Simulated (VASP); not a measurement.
Write the native input for VASP 6.6.1 that does the following.

- Task: single point
- Functional: PBE
- Potentials or basis: VASP PAW PBE potentials, release 64 (Al, In_d, As)
- Cutoff: 520 eV
- k mesh: 6 × 6 × 6
- Occupations: gaussian, width 0.02 eV
- Spin: no spin polarisation
- Dipole correction: no
- k mesh for the DOS: 9 × 9 × 9
- Occupations for the DOS: tetrahedron
- Further INCAR settings: ALGO = Normal; EDIFF = 1e-06; NBANDS = 31

Crystal: Al3InAs4.

```
Al In As
1.0
     5.83549    0.00000    0.00000
     0.00000    5.83549    0.00000
     0.00000    0.00000    5.83549
Al In As
3 1 4
Cartesian
  2.9177 0.0000 0.0000
  0.0000 0.0000 2.9177
  0.0000 2.9177 0.0000
  2.9177 2.9177 2.9177
  4.4387 1.3968 4.4387
  4.4387 4.4387 1.3968
  1.3968 1.3968 1.3968
  1.3968 4.4387 4.4387
```

One way to write it, as run:

POSCAR

```
Al3InAs4
1.0
    5.8354873000      0.0000000000      0.0000000000
    0.0000000000      5.8354873000      0.0000000000
    0.0000000000      0.0000000000      5.8354873000
Al In As
3 1 4
Direct
    0.5000000000      0.0000000000      0.0000000000
    0.0000000000      0.0000000000      0.5000000000
    0.0000000000      0.5000000000      0.0000000000
    0.5000000000      0.5000000000      0.5000000000
    0.7606310000      0.2393690000      0.7606310000
    0.7606310000      0.7606310000      0.2393690000
    0.2393690000      0.2393690000      0.2393690000
    0.2393690000      0.7606310000      0.7606310000
```

INCAR.step1

```
SYSTEM = Al3InAs4
PREC = Accurate
ENCUT = 520
EDIFF = 1E-6
ISMEAR = 0
SIGMA = 0.02
LREAL = .False.
LASPH = .True.
NELM = 80
ALGO = Normal
ISIF = 2
LWAVE = .False.
LCHARG = .True.
GGA = PE
NBANDS = 31
```

KPOINTS.step1

```
Automatic mesh
0
Gamma
  6 6 6
  0 0 0
```

INCAR.step2

```
SYSTEM = Al3InAs4
PREC = Accurate
ENCUT = 520
EDIFF = 1E-6
ISMEAR = -5
SIGMA = 0.02
LREAL = .False.
LASPH = .True.
NELM = 80
ALGO = Normal
ISIF = 2
LWAVE = .False.
LCHARG = .False.
GGA = PE
LORBIT = 11
NBANDS = 31
NEDOS = 2001
ICHARG = 11
```

KPOINTS.step2

```
Automatic mesh
0
Gamma
  9 9 9
  0 0 0
```

Potentials or basis: VASP PAW PBE potentials, release 64 (Al, In_d, As).

Run with:

```bash
$ cat potpaw_PBE.64/Al/POTCAR potpaw_PBE.64/In_d/POTCAR potpaw_PBE.64/As/POTCAR > POTCAR
$ cp INCAR.step1 INCAR
$ cp KPOINTS.step1 KPOINTS
$ mpirun -np 1 vasp_std > vasp.out
$ cp INCAR.step2 INCAR
$ cp KPOINTS.step2 KPOINTS
$ mpirun -np 1 vasp_std > vasp.out
```

It gave:

| Quantity | Value |
| --- | --- |
| Valence electrons inside the program's atomic spheres | Al 0.75; In 11.46; As 2.85 |

Wall time 2.9 min on 1 thread of AMD EPYC 9R45 96-Core Processor (Zen 5) (shared host), peak memory 0.39 GiB.
